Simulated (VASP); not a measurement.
NaI:

```
CELL_PARAMETERS angstrom
0.00000 3.19322 3.22972
3.19322 0.00000 3.22972
3.19322 3.19322 0.00000
ATOMIC_POSITIONS crystal
Na 0.00000 0.00000 0.00000
I 0.50000 0.50000 0.50000
```

This cell differs from its parent crystal: biaxial xy strain -1.1%.

Base run:

```yaml
Program: VASP 6.6.1
Functional: PBE
Potentials_or_basis: VASP PAW PBE potentials, release 64 (Na_pv, I)
Cutoff: 520 eV
k_mesh: 8 × 8 × 8
Occupations: fermi-dirac, width 0.02 eV
Spin: no spin polarisation
```

Its results: band gap on the k mesh 3.71 eV; pressure 1.0 GPa.

Question: The run is repeated on the same cell with these changes: functional from PBE to r2SCAN; occupations from fermi-dirac, width 0.02 eV to gaussian, width 0.01 eV. What comes out?

Answer: Band gap on the k mesh 4.52 eV; pressure 0.3 GPa.

Caveats: spin-orbit coupling is left out, which moves the levels of the heavy elements; the PAW data sets were made with another functional, which shifts forces and pressure a little (at least some runs).

